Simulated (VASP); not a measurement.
# SiC (Imm2) in VASP: notebook

Runs on SiC. Level: PBE. Tasks: single point, relaxation of cell and atoms.

All numbers are computed with VASP 6.6.1; they aren't measurements. Logs are shortened: lines on timing, memory, paths and dates and some standing lists are left out, and cuts for length are marked.

## 1. The cell of the first run

It takes space group Imm2 (No. 44, orthorhombic). The conventional cell has a = 4.547 Å, b = 4.784 Å, c = 2.575 Å, α = 90.00°, β = 90.00°, γ = 90.00°. Within 3.2 Å of Si (site symmetry mm2) lie 6 C at 2.41 to 2.77 Å and 2 Si at 2.58 Å. Within 3.2 Å of C (site symmetry mm2) lie 6 Si at 2.41 to 2.77 Å and 2 C at 2.58 Å.

## 2. Single point, PBE

Input file INCAR:

```
ALGO = Normal
EDIFF = 1E-7
ENCUT = 520
GGA = PE
ISIF = 2
ISMEAR = 0
LASPH = T
LCHARG = F
LREAL = F
LWAVE = F
NBANDS = 11
NELM = 80
PREC = Accurate
SIGMA = 0.1
```

Input file KPOINTS:

```
k-points
0
Gamma
  8 8 8
```

Input file POSCAR:

```
SiC
1.0
   -2.2733918100      2.3920607100      1.2876830700
    2.2733918100     -2.3920607100      1.2876830700
    2.2733918100      2.3920607100     -1.2876830700
Si C
1 1
Direct
    0.4430000000      0.9430000000      0.5000000000
    0.0570000000      0.0570000000      0.0000000000
```

Potentials or basis: VASP PAW PBE potentials, release 64 (Si, C).

On the command line:

```
> cat potpaw_PBE.64/Si/POTCAR potpaw_PBE.64/C/POTCAR > POTCAR
> mpirun -np 1 vasp_std > vasp.out
```

OUTCAR:

```text
EDIFF = 1E-7
   ENCUT = 520
   GGA = PE
   ISIF = 2
   ISMEAR = 0
   LASPH = T
   LREAL = F
   NELM = 80
   PREC = Accurate

 ion  position               nearest neighbor table
   1  0.443  0.943  0.500-   2 2.41   2 2.41   2 2.48   2 2.48
   2  0.057  0.057  0.000-   1 2.41   1 2.41   1 2.48   1 2.48

  LATTYP: Found a body centered orthorhombic cell.
 ALAT       =     2.5753661400
 B/A-ratio  =     1.7654901761
 C/A-ratio  =     1.8576470917

  Lattice vectors:

 A1 = (   2.2733918100,  -2.3920607100,   1.2876830700)
 A2 = (  -2.2733918100,  -2.3920607100,  -1.2876830700)
 A3 = (   2.2733918100,   2.3920607100,  -1.2876830700)

Analysis of symmetry for initial positions (statically):
=====================================================================
 Subroutine PRICEL returns:
 Original cell was already a primitive cell.

 Routine SETGRP: Setting up the symmetry group for a
 body centered orthorhombic supercell.

 Subroutine GETGRP returns: Found  4 space group operations
 (whereof  4 operations were pure point group operations)
 out of a pool of  8 trial point group operations.

The static configuration has the point symmetry C_2v.

Analysis of symmetry for dynamics (positions and initial velocities):
=====================================================================
 Subroutine PRICEL returns:
 Original cell was already a primitive cell.

 Routine SETGRP: Setting up the symmetry group for a
 body centered orthorhombic supercell.

 Subroutine GETGRP returns: Found  4 space group operations
 (whereof  4 operations were pure point group operations)
 out of a pool of  8 trial point group operations.

The dynamic configuration has the point symmetry C_2v.

 Subroutine INISYM returns: Found  4 space group operations
 (whereof  4 operations are pure point group operations),
 and found     1 'primitive' translations

----------------------------------------------------------------------------------------

                                     Primitive cell

  volume of cell :      28.0102

  direct lattice vectors                    reciprocal lattice vectors
    -2.273391810  2.392060710  1.287683070     0.000000000  0.209024795  0.388294303
     2.273391810 -2.392060710  1.287683070     0.219935692  0.000000000  0.388294303
     2.273391810  2.392060710 -1.287683070     0.219935692  0.209024795  0.000000000

  length of vectors
     3.542371021  3.542371021  3.542371021     0.440980533  0.446255727  0.303418973

  position of ions in fractional coordinates (direct lattice)
     0.443000000  0.943000000  0.500000000
     0.057000000  0.057000000  0.000000000

  ion indices of the primitive-cell ions
   primitive index   ion index
                 1           1
                 2           2

----------------------------------------------------------------------------------------

 KPOINTS: k-points

Automatic generation of k-mesh.
 Grid dimensions read from file:
 generate k-points for:    8    8    8

 Generating k-lattice:

  Cartesian coordinates                     Fractional coordinates (reciprocal lattice)
     0.000000000  0.026128099  0.048536788     0.125000000 -0.000000000  0.000000000
     0.027491961  0.000000000  0.048536788    -0.000000000  0.125000000  0.000000000
     0.027491961  0.026128099  0.000000000     0.000000000  0.000000000  0.125000000

  Length of vectors
     0.055122567  0.055781966  0.037927372

  Shift w.r.t. Gamma in fractional coordinates (k-lattice)
     0.000000000  0.000000000  0.000000000

 Subroutine IBZKPT returns following result:
 ===========================================

 Found     95 irreducible k-points:

 Following reciprocal coordinates:
            Coordinates               Weight
  0.000000  0.000000  0.000000      1.000000
  0.125000  0.000000  0.000000      4.000000
  0.250000  0.000000  0.000000      4.000000
  0.375000  0.000000  0.000000      4.000000
  0.500000  0.000000  0.000000      2.000000
  0.000000  0.125000  0.000000      4.000000
[... 16 lines left out ...]
  0.125000  0.375000  0.000000      8.000000
  0.250000  0.375000  0.000000      8.000000
 [... further k-points ...]
   k-points           NKPTS =     95   k-points in BZ     NKDIM =     95   number of bands    NBANDS=     11
   number of dos      NEDOS =    301   number of ions     NIONS =      2
   total plane-waves  NPLWV =  21952
   dimension x,y,z NGX =    28 NGY =   28 NGZ =   28
   dimension x,y,z NGXF=    56 NGYF=   56 NGZF=   56
   ions per type =               1   1
   NGX,Y,Z   is equivalent  to a cutoff of  13.14, 13.14, 13.14 a.u.
   NGXF,Y,Z  is equivalent  to a cutoff of  26.28, 26.28, 26.28 a.u.
 SYSTEM =  unknown system
   PREC   = accura    normal or accurate (medium, high low for compatibility)
   ISTART =      0    job   : 0-new  1-cont  2-samecut
   ICHARG =      2    charge: 1-file 2-atom 10-const
   ISPIN  =      1    spin polarized calculation?
   LNONCOLLINEAR =      F non collinear calculations
   LSORBIT =      F    spin-orbit coupling
   LASPH  =      T    aspherical Exc in radial PAW
   ENCUT  =  520.0 eV  38.22 Ry    6.18 a.u.   6.59  6.59  6.59*2*pi/ulx,y,z
   NELM   =     80;   NELMIN=  2; NELMDL= -5     # of ELM steps
   EDIFF  = 0.1E-06   stopping-criterion for ELM
   LREAL  =      F    real-space projection
   EDIFFG = 0.1E-05   stopping-criterion for IOM
   NSW    =      0    number of steps for IOM
   IBRION =     -1    ionic relax: 0-MD 1-quasi-New 2-CG
   NFREE  =      0    steps in history (QN), initial steepest desc. (CG)
   ISIF   =      2    stress and relaxation
   ISYM   =      2    0-nonsym 1-usesym 2-fastsym
   POTIM  = 0.5000    time-step for ionic-motion
   TEBEG  =    0.0;   TEEND  =   0.0 temperature during run
   PSTRESS=    0.0 pullay stress
   NELECT =       8.0000    total number of electrons
   NUPDOWN=      -1.0000    fix difference up-down
   EMIN   =  10.00;   EMAX   =-10.00  energy-range for DOS
   EFERMI =   0.00;   METHOD = LEGACY
   ISMEAR =     0;   SIGMA  =   0.10  broadening in eV -4-tet -1-fermi 0-gaus
   EFERMI_NEDOS =   21; number of points for ismear=-14 and -15
   IALGO  =     38    algorithm
   IMIX   =      4    mixing-type and parameters
     AMIX     =   0.40;   BMIX     =  1.00
     AMIX_MAG =   1.60;   BMIX_MAG =  1.00
  volume/ion in A,a.u.               =      14.01        94.51
  Fermi-wavevector in a.u.,A,eV,Ry     =   1.078118  2.037348 15.814577  1.162339
  Thomas-Fermi vector in A             =   2.214048
   LORBIT       =      0    0 simple, 1 ext, 2 COOP (PROOUT), +10 PAW based schemes
   GGA     = PE    functional components
   LHFCALC =     F    Hartree Fock is set to
   AEXX    =    0.0000 exact exchange contribution
   IVDW    =     0    specifies the selected vdW correction
   LEPSILON=     F    determine dielectric tensor
   LRPA    =     F    only Hartree local field effects (RPA)
 non-spin polarized calculation
 Gauss-broadening in eV      SIGMA  =   0.10
  energy-cutoff  :      520.00
  volume of cell :       28.01
 maximum number of plane-waves:       773
 NGX is ok and might be reduce to    28
   NGX = 13   NGY = 13   NGZ = 13

 number of electron       8.0000000 magnetization

 Free energy of the ion-electron system (eV)
  ---------------------------------------------------
  ext. energy  EPLUGINS =         0.00000000
  ---------------------------------------------------
  free energy    TOTEN  =       -10.51943016 eV

  energy without entropy =      -10.51248795  energy(sigma->0) =      -10.51595906

 E-fermi :   5.7169     XC(G=0): -10.5260

 val. band max:        5.7039774211   @ k =   0.1250   0.1250   0.1250
 cond. band min:       5.7502971433   @ k =   0.5000   0.1250   0.0000
 fundamental gap:      0.0463197222
 Fermi energy:         5.7168678229

 k-point     1 :       0.0000    0.0000    0.0000
  band No.  band energies     occupation
      1      -7.6044      2.00000
      2       2.0919      2.00000
      3       3.5074      2.00000
      4       3.7828      2.00000
      5       9.5615      0.00000
      6      10.5624      0.00000
      7      12.5082      0.00000
      8      12.9717      0.00000
      9      16.6259      0.00000
     10      17.1414      0.00000
     11      18.9446      0.00000

 k-point     2 :       0.1250    0.0000    0.0000
  band No.  band energies     occupation
      1      -7.2137      2.00000
      2       1.7286      2.00000
      3       3.5435      2.00000
      4       4.6549      2.00000
      5       8.5185      0.00000
      6      11.1763      0.00000
      7      11.7477      0.00000
      8      12.7801      0.00000
      9      13.5831      0.00000
     10      18.6215      0.00000
     11      20.0185      0.00000

 k-point     3 :       0.2500    0.0000    0.0000
  band No.  band energies     occupation
      1      -6.0660      2.00000
      2       1.4482      2.00000
      3       3.7747      2.00000
      4       5.9529      0.00084
      5       6.1809      0.00000
      6       9.8016      0.00000
      7      11.0536      0.00000
      8      11.4106      0.00000
      9      13.7034      0.00000
     10      16.1682      0.00000
     11      18.7006      0.00000

 k-point     4 :       0.3750    0.0000    0.0000
  band No.  band energies     occupation
      1      -4.2850      2.00000
      2       1.0583      2.00000
      3       3.9059      2.00000
      4       4.2979      2.00000
      5       5.5981      1.90703
      6       9.0382      0.00000
      7       9.3889      0.00000
      8      10.9305      0.00000
      9      14.9509      0.00000
     10      16.3203      0.00000
     11      18.9592      0.00000

 k-point     5 :       0.5000    0.0000    0.0000
  band No.  band energies     occupation
      1      -2.8071      2.00000
      2      -0.1459      2.00000
      3       3.8941      2.00000
      4       4.3790      2.00000
      5       4.6926      2.00000
      6       8.4859      0.00000
      7       9.0717      0.00000
      8      11.1082      0.00000
      9      14.9178      0.00000
     10      17.5381      0.00000
     11      20.4183      0.00000
[... 211 lines left out ...]
 k-point    21 :      -0.1250    0.2500    0.0000
  band No.  band energies     occupation
      1      -6.8282      2.00000
      2       0.0183      2.00000
      3       3.6162      2.00000
      4       5.9003      0.00948
      5       8.3332      0.00000
      6      10.9600      0.00000
      7      11.4173      0.00000
      8      13.1350      0.00000
      9      13.5732      0.00000
     10      19.0432      0.00000
     11      19.6466      0.00000

 k-point    22 :       0.0000    0.3750    0.0000
  band No.  band energies     occupation
      1      -4.2166      2.00000
      2       1.1123      2.00000
      3       3.6793      2.00000
      4       3.8399      2.00000
      5       5.4669      1.99959
      6       8.7786      0.00000
      7      10.8673      0.00000
      8      11.5778      0.00000
      9      15.2076      0.00000
     10      15.5545      0.00000
     11      18.0714      0.00000

 k-point    23 :       0.1250    0.3750    0.0000
  band No.  band energies     occupation
      1      -2.8189      2.00000
      2       0.5581      2.00000
      3       2.4418      2.00000
      4       3.8055      2.00000
      5       5.1382      2.00000
      6       8.3396      0.00000
      7      10.7797      0.00000
      8      12.1029      0.00000
      9      14.8943      0.00000
     10      15.5296      0.00000
     11      19.7692      0.00000

 k-point    24 :       0.2500    0.3750    0.0000
  band No.  band energies     occupation
      1      -3.0049      2.00000
      2      -0.5329      2.00000
      3       2.0130      2.00000
      4       4.4339      2.00000
      5       6.3317      0.00000
      6       7.6268      0.00000
      7      11.8360      0.00000
      8      12.0774      0.00000
      9      14.9267      0.00000
     10      17.1710      0.00000
     11      19.6978      0.00000

 [... further k-points ...]
[... 5 lines left out ...]
  --------------------------------------------------------------------------------------
  -------------------------------------------------------------------------------------
  Total       -6.1359588     -7.5180206     -2.4754209      0.0000000      0.0000000      0.0000000
  in kB     -350.9761070   -430.0298749   -141.5937780      0.0000000      0.0000000      0.0000000
  external PRESSURE =    -307.5332533 kB  Pullay stress =       0.0000000 kB

 VOLUME and BASIS-vectors are now :
 -----------------------------------------------------------------------------
  energy-cutoff  :      520.00
  volume of cell :       28.01
      direct lattice vectors                 reciprocal lattice vectors
    -2.273391810  2.392060710  1.287683070     0.000000000  0.209024795  0.388294303
     2.273391810 -2.392060710  1.287683070     0.219935692  0.000000000  0.388294303
     2.273391810  2.392060710 -1.287683070     0.219935692  0.209024795  0.000000000

 POSITION                                       TOTAL-FORCE (eV/Angst)
 -----------------------------------------------------------------------------------
      2.27339     -0.00000      1.14089        -0.000000     -0.000000     -0.186895
      0.00000      0.00000      0.14680         0.000000      0.000000      0.186895
 -----------------------------------------------------------------------------------
    total drift:                                0.000000      0.000000      0.000000

  FREE ENERGIE OF THE ION-ELECTRON SYSTEM (eV)
  ---------------------------------------------------
  free  energy   TOTEN  =       -10.5194301632 eV

  energy  without entropy=      -10.5124879482  energy(sigma->0) =      -10.51595906
```

Run time: 58 s. Hardware: 1 thread of Intel Xeon Platinum 8259CL at 2.50GHz (Skylake/Cascade Lake), shared host; peak memory 0.16 GiB.

What came out:

* Free energy: -10.5194 eV
* Pressure: -30.8 GPa
* Largest force: 0.187 eV/Å
* Band gap on the k mesh: zero (band 4 reaches 7.77 eV, above the bottom of band 5 at 3.16 eV)

Forces on the atoms (eV/Å):
```
Si   0.000  0.000 -0.187
C    0.000  0.000  0.187
```

Stress tensor (GPa, compression positive):
```
-35.10   0.00   0.00
  0.00 -43.00   0.00
  0.00   0.00 -14.16
```

Levels at points of the mesh, in eV from the Fermi level:
```
           k point  band 1  band 2  band 3  band 4  band 5  band 6  band 7  band 8
(0.00, 0.00, 0.00)  -13.32   -3.62   -2.21   -1.93    3.84    4.85    6.79    7.25
(0.50, 0.00, 0.00)   -8.52   -5.86   -1.82   -1.34   -1.02    2.77    3.35    5.39
(0.00, 0.50, 0.00)   -8.49   -5.46   -2.15   -1.96   -1.74    3.22    4.52    6.80
(0.50, 0.50, 0.00)  -10.92   -9.70   -0.56    2.05    2.05    2.70    3.80   10.05
(0.50, 0.50, 0.50)   -9.61   -7.22   -5.72   -5.47    3.09    7.94    8.09    9.09
```

[end of part 1 of 2]
